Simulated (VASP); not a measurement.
Here is a VASP 6.6.1 calculation.

POSCAR

```
KBr
1.0
    0.0000000000      3.2431125000      3.2431125000
    3.2431125000      0.0000000000      3.2431125000
    3.2431125000      3.2431125000      0.0000000000
K Br
1 1
Direct
    0.0000000000      0.0000000000      0.0000000000
    0.5000000000      0.5000000000      0.5000000000
```

The input INCAR.step1:

```
  PREC = Accurate
  ENCUT = 520
  ISMEAR = 0
  SIGMA = 0.05
  LREAL = F
  LASPH = T
  NELM = 60
  NBANDS = 15
  GGA = PE
  ALGO = Normal
  EDIFF = 1E-4
  LWAVE = T
  LCHARG = F
```

Contents of INCAR.step2:

```
  PREC = Accurate
  ENCUT = 520
  EDIFF = 1E-6
  ISMEAR = 0
  SIGMA = 0.05
  LREAL = F
  LASPH = T
  NELM = 60
  ALGO = Normal
  ISIF = 2
  LWAVE = F
  LCHARG = T
  METAGGA = R2SCAN
  LMIXTAU = T
  LELF = T
  LVHAR = T
  NBANDS = 15
  ISTART = 1
```

Contents of KPOINTS:

```
regular mesh
0
Gamma
  6 6 6
```

Potentials or basis: VASP PAW PBE potentials, release 64 (K_sv, Br).

Run with:

```sh
$ cat potpaw_PBE.64/K_sv/POTCAR potpaw_PBE.64/Br/POTCAR > POTCAR
$ cp INCAR.step1 INCAR
$ mpirun -np 1 vasp_std > vasp.out
$ cp INCAR.step2 INCAR
$ mpirun -np 1 vasp_std > vasp.out
```

Problem. Estimate the pressure.

Solution. 1.0 GPa.

Problem. What does it give for the band gap on the k mesh?

Solution. 5.23 eV.

Caveat: the cell differs from its parent crystal (strain -0.015 along x and y, -0.015 along z); the PAW data sets were made with another functional, which shifts forces and pressure a little.
